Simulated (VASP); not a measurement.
W: single point with PBEsol

The system is W.

```
W
1.0
    -1.58618    1.58618    1.58618
     1.58618   -1.58618    1.58618
     1.58618    1.58618   -1.58618
W
1
Direct
  0.00000 0.00000 0.00000
```

```json
{
  "Program": "VASP 6.6.1",
  "Task": "single point",
  "Functional": "PBEsol",
  "Potentials or basis": "VASP PAW PBE potentials, release 64 (W_sv)",
  "Cutoff": "520 eV",
  "k mesh": "8 × 8 × 8",
  "Occupations": "gaussian, width 0.1 eV",
  "Spin": "no spin polarisation"
}
```

| Quantity | Value |
| --- | --- |
| Pressure | -4.4 GPa |
| Band gap on the k mesh | zero (band 7 reaches 16.30 eV, above the bottom of band 8 at 9.95 eV) |

Levels at points of the mesh, in eV from the Fermi level:
| k point | band 3 | band 4 | band 5 | band 6 | band 7 | band 8 | band 9 | band 10 | band 11 | band 12 |
| --- | --- | --- | --- | --- | --- | --- | --- | --- | --- | --- |
| (0.00, 0.00, 0.00) | -37.50 | -37.50 | -9.39 | -1.00 | -1.00 | -1.00 | 2.44 | 2.44 | 14.75 | 14.75 |
| (0.50, 0.00, 0.00) | -37.91 | -37.51 | -6.02 | -3.32 | 0.89 | 2.34 | 3.30 | 6.33 | 11.18 | 11.70 |
| (0.50, 0.50, 0.50) | -38.39 | -38.39 | -5.57 | -5.57 | 5.35 | 5.35 | 5.35 | 8.42 | 8.42 | 8.42 |

Wall time 5.2 s on 1 thread of Intel Xeon 6975P-C, on a shared host, peak memory 0.13 GiB.

Caveat: the PAW data sets were made with another functional, which shifts forces and pressure a little; spin-orbit coupling is left out, which moves the levels of the heavy elements.
